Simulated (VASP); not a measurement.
# SiW3 (Pm-3m) in VASP: a series of runs

Runs on SiW3. Level: PBE. Tasks: single point, relaxation of cell and atoms.

Everything below comes from runs of VASP 6.6.1. Logs are shortened: lines on timing, memory, paths and dates and some standing lists are left out, and cuts for length are marked.

### 1 The cell of the first run

Symmetry: Pm-3m, No. 221, cubic system. Conventional cell: a = 3.947 Å, b = 3.947 Å, c = 3.947 Å, α = 90.00°, β = 90.00°, γ = 90.00°. Within 3.7 Å of Si (site symmetry m-3m) lie 12 W at 2.79 Å. W (site symmetry 4/mmm) has 4 Si at 2.79 Å and 8 W at 2.79 Å within 3.7 Å.

### 2 Single point, PBE

Input file INCAR:

```
PREC = Accurate
ENCUT = 520
EDIFF = 1E-6
ISMEAR = 0
SIGMA = 0.1
LREAL = F
LASPH = T
NELM = 100
ALGO = Fast
ISIF = 2
LWAVE = F
LCHARG = F
GGA = PE
NBANDS = 31
```

Input file KPOINTS:

```
regular mesh
0
Gamma
  4 4 4
```

Input file POSCAR:

```
SiW3
1.0
    3.9473710429      0.0000000000      0.0000000000
    0.0000000000      3.9473710429      0.0000000000
    0.0000000000      0.0000000000      3.9473710429
Si W
1 3
Direct
    0.0000000000      0.0000000000      0.0000000000
    0.0000000000      0.5000000000      0.5000000000
    0.5000000000      0.0000000000      0.5000000000
    0.5000000000      0.5000000000      0.0000000000
```

Potentials or basis: VASP PAW PBE potentials, release 64 (Si, W_sv).

Run with:

```bash
cat potpaw_PBE.64/Si/POTCAR potpaw_PBE.64/W_sv/POTCAR > POTCAR
mpirun -np 1 vasp_std > vasp.out
```

OUTCAR:

```text
PREC = Accurate
   ENCUT = 520
   EDIFF = 1E-6
   ISMEAR = 0
   LREAL = F
   LASPH = T
   NELM = 100
   ISIF = 2
   GGA = PE

 ion  position               nearest neighbor table
   1  0.000  0.000  0.000-   2 2.79   3 2.79   4 2.79   2 2.79   3 2.79   2 2.79   4 2.79   2 2.79
                             3 2.79   4 2.79   3 2.79   4 2.79
   2  0.000  0.500  0.500-   1 2.79   3 2.79   4 2.79   1 2.79   4 2.79   1 2.79   3 2.79   1 2.79
                             3 2.79   4 2.79   4 2.79   3 2.79
   3  0.500  0.000  0.500-   1 2.79   2 2.79   4 2.79   1 2.79   4 2.79   2 2.79   4 2.79   4 2.79
                             1 2.79   2 2.79   1 2.79   2 2.79
   4  0.500  0.500  0.000-   1 2.79   2 2.79   3 2.79   2 2.79   3 2.79   1 2.79   3 2.79   3 2.79
                             1 2.79   2 2.79   2 2.79   1 2.79

  LATTYP: Found a simple cubic cell.
 ALAT       =     3.9473710429

  Lattice vectors:

 A1 = (   3.9473710429,   0.0000000000,   0.0000000000)
 A2 = (   0.0000000000,   3.9473710429,   0.0000000000)
 A3 = (   0.0000000000,   0.0000000000,   3.9473710429)

Analysis of symmetry for initial positions (statically):
=====================================================================
 Subroutine PRICEL returns:
 Original cell was already a primitive cell.

 Routine SETGRP: Setting up the symmetry group for a
 simple cubic supercell.

 Subroutine GETGRP returns: Found 48 space group operations
 (whereof 48 operations were pure point group operations)
 out of a pool of 48 trial point group operations.

The static configuration has the point symmetry O_h .

Analysis of symmetry for dynamics (positions and initial velocities):
=====================================================================
 Subroutine PRICEL returns:
 Original cell was already a primitive cell.

 Routine SETGRP: Setting up the symmetry group for a
 simple cubic supercell.

 Subroutine GETGRP returns: Found 48 space group operations
 (whereof 48 operations were pure point group operations)
 out of a pool of 48 trial point group operations.

The dynamic configuration has the point symmetry O_h .

 Subroutine INISYM returns: Found 48 space group operations
 (whereof 48 operations are pure point group operations),
 and found     1 'primitive' translations

----------------------------------------------------------------------------------------

                                     Primitive cell

  volume of cell :      61.5069

  direct lattice vectors                    reciprocal lattice vectors
     3.947371043  0.000000000  0.000000000     0.253333165  0.000000000  0.000000000
[... 78 lines left out ...]
   NSW    =      0    number of steps for IOM
   IBRION =     -1    ionic relax: 0-MD 1-quasi-New 2-CG
   NFREE  =      0    steps in history (QN), initial steepest desc. (CG)
   ISIF   =      2    stress and relaxation
   ISYM   =      2    0-nonsym 1-usesym 2-fastsym
   POTIM  = 0.5000    time-step for ionic-motion
   TEBEG  =    0.0;   TEEND  =   0.0 temperature during run
   PSTRESS=    0.0 pullay stress
   NELECT =      46.0000    total number of electrons
   NUPDOWN=      -1.0000    fix difference up-down
   EMIN   =  10.00;   EMAX   =-10.00  energy-range for DOS
   EFERMI =   0.00;   METHOD = LEGACY
   ISMEAR =     0;   SIGMA  =   0.10  broadening in eV -4-tet -1-fermi 0-gaus
   EFERMI_NEDOS =   21; number of points for ismear=-14 and -15
   IALGO  =     68    algorithm
   IMIX   =      4    mixing-type and parameters
     AMIX     =   0.40;   BMIX     =  1.00
     AMIX_MAG =   1.60;   BMIX_MAG =  1.00
  volume/ion in A,a.u.               =      15.38       103.77
  Fermi-wavevector in a.u.,A,eV,Ry     =   1.486002  2.808137 30.044425  2.208203
  Thomas-Fermi vector in A             =   2.599343
   LORBIT       =      0    0 simple, 1 ext, 2 COOP (PROOUT), +10 PAW based schemes
   GGA     = PE    functional components
   LHFCALC =     F    Hartree Fock is set to
   AEXX    =    0.0000 exact exchange contribution
   IVDW    =     0    specifies the selected vdW correction
   LEPSILON=     F    determine dielectric tensor
   LRPA    =     F    only Hartree local field effects (RPA)
 non-spin polarized calculation
 RMM-DIIS sequential band-by-band and
 Gauss-broadening in eV      SIGMA  =   0.10
  energy-cutoff  :      520.00
  volume of cell :       61.51
 maximum number of plane-waves:      1671
 NGX is ok and might be reduce to    30
   NGX = 15   NGY = 15   NGZ = 15

 number of electron      46.0000002 magnetization

 Free energy of the ion-electron system (eV)
  ---------------------------------------------------
  ext. energy  EPLUGINS =         0.00000000
  ---------------------------------------------------
  free energy    TOTEN  =       -43.41792522 eV

  energy without entropy =      -43.39025394  energy(sigma->0) =      -43.40408958

 E-fermi :  11.6255     XC(G=0): -13.1009

 val. band max:       11.5724342353   @ k =   0.5000   0.2500   0.2500
 cond. band min:      11.6583734686   @ k =   0.5000   0.2500   0.2500
 fundamental gap:      0.0859392333
 Fermi energy:        11.6254803402

 k-point     1 :       0.0000    0.0000    0.0000
  band No.  band energies     occupation
      1     -62.7734      2.00000
      2     -62.6325      2.00000
      3     -62.6325      2.00000
      4     -27.4257      2.00000
      5     -27.4257      2.00000
      6     -27.4257      2.00000
[... 329 lines left out ...]
     30      16.3080      0.00000
     31      16.3080      0.00000

------------------------ aborting loop because EDIFF is reached ----------------------------------------

  FORCE on cell =-STRESS in cart. coord.  units (eV):
  Direction    XX          YY          ZZ          XY          YZ          ZX
  --------------------------------------------------------------------------------------
  -------------------------------------------------------------------------------------
  Total       -0.4938334     -0.4938334     -0.4938334      0.0000000     -0.0000000      0.0000000
  in kB      -12.8637372    -12.8637372    -12.8637372      0.0000000     -0.0000000      0.0000000
  external PRESSURE =     -12.8637372 kB  Pullay stress =       0.0000000 kB

 VOLUME and BASIS-vectors are now :
 -----------------------------------------------------------------------------
  energy-cutoff  :      520.00
  volume of cell :       61.51
      direct lattice vectors                 reciprocal lattice vectors
     3.947371043  0.000000000  0.000000000     0.253333165  0.000000000  0.000000000
     0.000000000  3.947371043  0.000000000     0.000000000  0.253333165  0.000000000
     0.000000000  0.000000000  3.947371043     0.000000000  0.000000000  0.253333165

 POSITION                                       TOTAL-FORCE (eV/Angst)
 -----------------------------------------------------------------------------------
      0.00000      0.00000      0.00000         0.000000      0.000000      0.000000
      0.00000      1.97369      1.97369         0.000000      0.000000      0.000000
      1.97369      0.00000      1.97369         0.000000      0.000000      0.000000
      1.97369      1.97369      0.00000         0.000000      0.000000      0.000000
 -----------------------------------------------------------------------------------
    total drift:                                0.000000      0.000000     -0.000000

  FREE ENERGIE OF THE ION-ELECTRON SYSTEM (eV)
  ---------------------------------------------------
  free  energy   TOTEN  =       -43.4179252180 eV

  energy  without entropy=      -43.3902539394  energy(sigma->0) =      -43.40408958
```

OSZICAR:

```text
N       E                     dE             d eps       ncg     rms          rms(c)
DAV:   1     0.541679397475E+03    0.54168E+03   -0.26807E+04   620   0.166E+03
DAV:   2    -0.182890290594E+02   -0.55997E+03   -0.54382E+03   641   0.522E+02
DAV:   3    -0.447416284720E+02   -0.26453E+02   -0.24841E+02   808   0.106E+02
DAV:   4    -0.453372881262E+02   -0.59566E+00   -0.59401E+00   677   0.149E+01
DAV:   5    -0.453463443159E+02   -0.90562E-02   -0.90474E-02   762   0.199E+00    0.352E+01
RMM:   6    -0.436848432839E+02    0.16615E+01   -0.29519E+00   651   0.101E+01    0.143E+01
RMM:   7    -0.434356851264E+02    0.24916E+00   -0.15009E+00   699   0.675E+00    0.121E+00
RMM:   8    -0.434164632582E+02    0.19222E-01   -0.11656E-01   745   0.189E+00    0.676E-01
RMM:   9    -0.434176670135E+02   -0.12038E-02   -0.29915E-02   755   0.911E-01    0.404E-01
RMM:  10    -0.434178381711E+02   -0.17116E-03   -0.49704E-03   738   0.453E-01    0.177E-01
RMM:  11    -0.434179143611E+02   -0.76190E-04   -0.13608E-03   788   0.221E-01    0.536E-02
RMM:  12    -0.434179245584E+02   -0.10197E-04   -0.16919E-04   827   0.820E-02    0.762E-03
RMM:  13    -0.434179249263E+02   -0.36789E-06   -0.28963E-05   721   0.391E-02    0.415E-03
RMM:  14    -0.434179252180E+02   -0.29173E-06   -0.49161E-06   588   0.162E-02
   1 F= -.43417925E+02 E0= -.43404090E+02  d E =-.276713E-01
```

stdout:

```text
POSCAR found type information on POSCAR SiW
 POSCAR found :  2 types and       4 ions
 scaLAPACK will be used
 LDA part: xc-table for (Slater+PW92), standard interpolation
 POSCAR, INCAR and KPOINTS ok, starting setup
 FFT: planning ... GRIDC
 FFT: planning ... GRID_SOFT
 FFT: planning ... GRID
 WAVECAR not read
 entering main loop
```

Run time: 23 s. Hardware: 1 thread of Intel Xeon Platinum 8259CL at 2.50GHz (Skylake/Cascade Lake), shared host; peak memory 0.17 GiB.

Results:

| Quantity | Value |
| --- | --- |
| Free energy | -43.4179 eV |
| Pressure | -1.3 GPa |
| Band gap on the k mesh | zero (band 23 reaches 12.11 eV, above the bottom of band 24 at 10.88 eV) |

Caveat: the k points lie up to 0.40 Å⁻¹ apart; spin-orbit coupling is left out, which moves the levels of the heavy elements.

### 3 Single point, PBE

This run uses another cell than the first one, of 15.34 Å³/atom, 0.998 times its volume.

Input file INCAR:

```
SYSTEM = SiW3
ALGO = Fast ; EDIFF = 1E-6
ENCUT = 520 ; GGA = PE
ISIF = 2 ; ISMEAR = 0
LASPH = .TRUE. ; LCHARG = .FALSE.
LREAL = .FALSE. ; LWAVE = .FALSE.
NBANDS = 31 ; NELM = 80
PREC = Accurate ; SIGMA = 0.1
```

Input file KPOINTS:

```
k-points
0
G
  12 12 12
  0 0 0
```

Input file POSCAR:

```
SiW3
1.0
    3.9443597844      0.0000000000      0.0000000000
    0.0000000000      3.9443597844      0.0000000000
    0.0000000000      0.0000000000      3.9443597844
Si W
1 3
Direct
    0.0000000000      0.0000000000      0.0000000000
    0.0000000000      0.5000000000      0.5000000000
    0.5000000000      0.0000000000      0.5000000000
    0.5000000000      0.5000000000      0.0000000000
```

Potentials or basis: VASP PAW PBE potentials, release 64 (Si, W_sv).

Run with:

```bash
cat potpaw_PBE.64/Si/POTCAR potpaw_PBE.64/W_sv/POTCAR > POTCAR
mpirun -np 1 vasp_std > vasp.out
```

Run time: 2.6 min. Hardware: 1 thread of Intel Xeon Platinum 8259CL at 2.50GHz (Skylake/Cascade Lake), shared host; peak memory 0.25 GiB.

Results (log left out):

| Quantity | Value |
| --- | --- |
| Free energy | -43.2494 eV |
| Pressure | 0.4 GPa |
| Band gap on the k mesh | zero (band 23 reaches 12.22 eV, above the bottom of band 24 at 10.77 eV) |

Levels at points of the mesh, in eV from the Fermi level:
| k point | band 21 | band 22 | band 23 | band 24 | band 25 | band 26 |
| --- | --- | --- | --- | --- | --- | --- |
| (0.00, 0.00, 0.00) | -1.51 | -1.51 | 0.28 | 0.28 | 0.28 | 3.00 |
| (0.50, 0.00, 0.00) | -1.55 | -1.27 | -1.19 | -0.15 | 0.52 | 0.52 |
| (0.50, 0.50, 0.00) | -1.45 | -1.45 | -0.84 | 0.11 | 0.11 | 0.20 |
| (0.50, 0.50, 0.50) | -1.59 | -1.59 | -0.03 | -0.03 | -0.03 | 0.31 |

Caveat: spin-orbit coupling is left out, which moves the levels of the heavy elements.

### 4 Relaxation of cell and atoms, PBE

Input file INCAR:

```
ALGO     = Fast           # electronic algorithm
EDIFF    = 1E-7           # SCF threshold, eV
EDIFFG   = -0.01          # ionic threshold
ENCUT    = 600            # plane-wave cutoff, eV
GGA      = PE             # functional
IBRION   = 2              # ionic algorithm
ISIF     = 3              # what is computed and relaxed
ISMEAR   = 0              # smearing method
LASPH    = T              # aspherical terms in the spheres
LCHARG   = F              # write CHGCAR
LREAL    = F              # projectors in reciprocal space
LWAVE    = F              # write WAVECAR
NELM     = 80             # most SCF steps
NSW      = 100            # ionic steps
PREC     = Accurate       # precision mode
SIGMA    = 0.1            # smearing width, eV
```

Input file KPOINTS:

```
k-points
0
Gamma
  12 12 12
```

Input file POSCAR:

```
SiW3
1.0
    3.9473710429      0.0000000000      0.0000000000
    0.0000000000      3.9473710429      0.0000000000
    0.0000000000      0.0000000000      3.9473710429
Si W
1 3
Direct
    0.0000000000      0.0000000000      0.0000000000
    0.0000000000      0.5000000000      0.5000000000
    0.5000000000      0.0000000000      0.5000000000
    0.5000000000      0.5000000000      0.0000000000
```

Run with:

```bash
cat potpaw_PBE.64/Si/POTCAR potpaw_PBE.64/W_sv/POTCAR > POTCAR
mpirun -np 1 vasp_std > vasp.out
```

Wall time 5.1 min (1 thread of Intel Xeon Platinum 8259CL at 2.50GHz (Skylake/Cascade Lake), shared host); peak memory 0.29 GiB.

The run converged. Its results:

```
Free energy                            : -43.2502 eV
Relaxed volume                         : 15.37 Å³/atom
Relaxed cell                           : a = 3.946 Å, b = 3.946 Å, c = 3.946 Å, α = 90.00°, β = 90.00°, γ = 90.00°
Space group after relaxing (to 0.05 Å) : Pm-3m (No. 221)
Energy gained by relaxing              : 0.0 meV/atom
Ionic steps                            : 3
Pressure after relaxing                : 0.0 GPa
Band gap on the k mesh                 : zero (band 23 reaches 12.20 eV, above the bottom of band 24 at 10.75 eV)
```

Final structure:
```xyz
4
Lattice="3.9464 0.0000 0.0000 0.0000 3.9464 0.0000 0.0000 0.0000 3.9464" Properties=species:S:1:pos:R:3 pbc="T T T"
Si    0.0000    0.0000    0.0000
W     0.0000    1.9732    1.9732
W     1.9732    0.0000    1.9732
W     1.9732    1.9732    0.0000
```

Levels at points of the mesh, in eV from the Fermi level:
```csv
k point,band 21,band 22,band 23,band 24,band 25,band 26
"(0.00, 0.00, 0.00)",-1.51,-1.51,0.28,0.28,0.28,2.99
"(0.50, 0.00, 0.00)",-1.55,-1.27,-1.19,-0.15,0.52,0.52
"(0.50, 0.50, 0.00)",-1.45,-1.45,-0.84,0.11,0.11,0.19
"(0.50, 0.50, 0.50)",-1.58,-1.58,-0.03,-0.03,-0.03,0.30
```

Caveat: spin-orbit coupling is left out, which moves the levels of the heavy elements.

### 5 Overview

```csv
task,cell,k mesh,cutoff (eV),gap on the mesh (eV),pressure (GPa)
single point,"a = 3.947 Å, 4 atoms",4 × 4 × 4,520,none,-1.3
single point,"a = 3.944 Å, 4 atoms",12 × 12 × 12,520,none,0.4
relaxation of cell and atoms,"relaxed from a = 3.947 Å, 4 atoms",12 × 12 × 12,600,none,0.0
```

Alike in all rows: level PBE; potentials or basis VASP PAW PBE potentials, release 64 (Si, W_sv); no spin polarisation; smearing gaussian 0.1 eV.

Caveats: some runs use coarse meshes; spin-orbit coupling is left out, which moves the levels of the heavy elements.

Absolute energies hang on the potentials; compare differences alone.
